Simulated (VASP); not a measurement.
Ga4AsN3, 8 atoms in the cell. Symmetry: P-43m, No. 215, cubic system. The conventional cell has a = 4.800 Å, b = 4.800 Å, c = 4.800 Å, α = 90.00°, β = 90.00°, γ = 90.00°. Within 2.7 Å of N (site symmetry -42m) lie 4 Ga at 2.02 Å. Within 2.7 Å of Ga (site symmetry 3m) lie 3 N at 2.02 Å and 1 As at 2.27 Å. Within 3.0 Å of As (site symmetry -43m) lie 4 Ga at 2.27 Å. 

* Program: VASP 6.6.1
* Task: single point
* Functional: PBE
* Potentials or basis: VASP PAW PBE potentials, release 64 (N, Ga_d, As)
* Cutoff: 520 eV
* k mesh: 6 × 6 × 6
* Occupations: fermi-dirac, width 0.02 eV
* Spin: non-collinear spin, zero start, spin-orbit coupling
* Starting moments: [[0.0, 0.0, 0.0], [0.0, 0.0, 0.0], [0.0, 0.0, 0.0], [0.0, 0.0, 0.0], [0.0, 0.0, 0.0], [0.0, 0.0, 0.0], [0.0, 0.0, 0.0], [0.0, 0.0, 0.0]] μB
* Dipole correction: no
* Further INCAR settings: ALGO = Normal; EDIFF = 1e-07; NBANDS = 90

Potentials or basis: VASP PAW PBE potentials, release 64 (N, Ga_d, As).

Run with:

```sh
$ cat potpaw_PBE.64/N/POTCAR potpaw_PBE.64/Ga_d/POTCAR potpaw_PBE.64/As/POTCAR > POTCAR
$ mpirun -np 1 vasp_ncl > vasp.out
```

Hardware: 1 thread of Oxide Virtual Turin-like Processor (shared host).

Problem. How long does it take, and how much memory?

Solution. It took 9.6 min on 1 thread of Oxide Virtual Turin-like Processor, on a shared host, peak memory 0.55 GiB. Counts: scf iterations 18, k points 24.
